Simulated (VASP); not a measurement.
Crystal: TiB2.

```
Ti B
1.0
     3.02920    0.00000    0.00000
    -1.51460    2.62336    0.00000
     0.00000    0.00000    3.22840
Ti B
1 2
Cartesian
  0.0000 0.0000 0.0000
  0.0000 1.7489 1.6142
  1.5146 0.8745 1.6142
```

* Program: VASP 6.6.1
* Task: relaxation of cell and atoms
* Functional: PBEsol
* Potentials or basis: VASP PAW PBE potentials, release 64 (Ti_sv, B)
* Cutoff: 600 eV
* k mesh: 16 × 16 × 14
* Occupations: fermi-dirac, width 0.05 eV
* Spin: no spin polarisation

At the start: pressure -4.8 GPa; volume 8.55 Å³/atom.

How do energy, volume and symmetry change on relaxing?

Over 5 steps the energy falls by 3.1 meV/atom and the volume is 8.38 Å³/atom (-2.0 %); space group P6/mmm (No. 191, to 0.05 Å).

The path:
| step | energy change (eV) | largest force (eV/Å) | pressure (GPa) | volume (Å³) |
| --- | --- | --- | --- | --- |
| 1 | 0.0000 | 0.0000 | -4.83 | 25.66 |
| 2 | -0.0027 | 0.0000 | 4.88 | 24.71 |
| 3 | -0.0087 | 0.0000 | 0.33 | 25.13 |
| 4 | -0.0094 | 0.0000 | 0.01 | 25.14 |
| 5 | -0.0094 | 0.0000 | 0.01 | 25.14 |

Final structure:
```yaml
crystal:
  lattice:
    - [3.01856, 0.00000, 0.00000]
    - [-1.50928, 2.61415, 0.00000]
    - [0.00000, 0.00000, 3.18608]
  atoms:
    - { symbol: Ti, position: [0.00000, 0.00000, 0.00000] }
    - { symbol: B, position: [0.33333, 0.66667, 0.50000] }
    - { symbol: B, position: [0.66667, 0.33333, 0.50000] }
```

Caveat: the PAW data sets were made with another functional, which shifts forces and pressure a little.
